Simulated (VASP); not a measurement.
Pd, 1 atom in the cell. Symmetry: Fm-3m, No. 225, cubic system. The conventional cell has a = 3.917 Å, b = 3.917 Å, c = 3.917 Å, α = 90.00°, β = 90.00°, γ = 90.00°. Pd (site symmetry m-3m) has 12 Pd at 2.77 Å within 3.7 Å. 

```yaml
Program: VASP 6.6.1
Task: relaxation of cell and atoms
Functional: RPBE
Potentials_or_basis: VASP PAW PBE potentials, release 64 (Pd)
Cutoff: 500 eV
k_mesh: 8 × 8 × 8
Occupations: gaussian, width 0.1 eV
Spin: no spin polarisation
Dipole_correction: no
Further_INCAR_settings: ALGO = Normal; EDIFF = 1e-07; IBRION = 2; EDIFFG = -0.05; NSW = 100; ISIF = 3
```

Potentials or basis: VASP PAW PBE potentials, release 64 (Pd).

The run is started by

```bash
$ cat potpaw_PBE.64/Pd/POTCAR > POTCAR
$ mpirun -np 1 vasp_std > vasp.out
```

Hardware: 1 thread of Intel(R) Xeon(R) Platinum 8259CL CPU @ 2.50GHz (Skylake/Cascade Lake) (shared host).

Q: Estimate the wall time of this run.

A: Wall time 8.7 s on 1 thread of Intel(R) Xeon(R) Platinum 8259CL CPU @ 2.50GHz (Skylake/Cascade Lake), on a shared host, peak memory 0.13 GiB. Counts: scf iterations 27, k points 29, ion steps 3.
